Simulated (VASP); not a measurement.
Set up this calculation in VASP 6.6.1, as the native input.

- Task: single point
- Functional: PBE
- Dispersion: D4
- Potentials or basis: VASP PAW PBE potentials, release 64 (Pb_d, Te)
- Cutoff: 520 eV
- k mesh: 7 × 7 × 7
- Occupations: fermi-dirac, width 0.05 eV
- Spin: no spin polarisation
- Dipole correction: no
- Further INCAR settings: ALGO = Normal; EDIFF = 1e-06; NBANDS = 17

The structure of TePb lies in POSCAR:

```
TePb
1.0
    4.0141215101      0.0000000000      0.0000000000
    0.0000000000      4.0141215101      0.0000000000
    0.0000000000      0.0000000000      4.0141215101
Pb Te
1 1
Direct
    0.0000000000      0.0000000000      0.0000000000
    0.5000000000      0.5000000000      0.5000000000
```

The input as run:

INCAR

```
SYSTEM = TePb
PREC = Accurate
ENCUT = 520
EDIFF = 1E-6
ISMEAR = -1
SIGMA = 0.05
LREAL = .FALSE.
LASPH = .TRUE.
NELM = 80
ALGO = Normal
ISIF = 2
LWAVE = .FALSE.
LCHARG = .TRUE.
GGA = PE
IVDW = 13
LELF = .TRUE.
LVHAR = .TRUE.
NBANDS = 17
```

KPOINTS

```
Automatic mesh
0
G
  7 7 7
  0 0 0
```

Potentials or basis: VASP PAW PBE potentials, release 64 (Pb_d, Te).

Command:

```bash
$ cat potpaw_PBE.64/Pb_d/POTCAR potpaw_PBE.64/Te/POTCAR > POTCAR
$ mpirun -np 1 vasp_std > vasp.out
```

It gave:

- Pressure: 0.0 GPa
- Band gap on the k mesh: zero (band 10 reaches 6.46 eV, above the bottom of band 11 at 5.69 eV)
- Dispersion energy per atom: -0.485 eV

Caveat: spin-orbit coupling is left out, which moves the levels of the heavy elements; pairwise dispersion overbinds metals, which lowers pressure and volume.

Wall time 20 s on 1 thread of Intel(R) Xeon(R) Platinum 8488C (Sapphire Rapids), with other jobs on the host, peak memory 0.18 GiB.
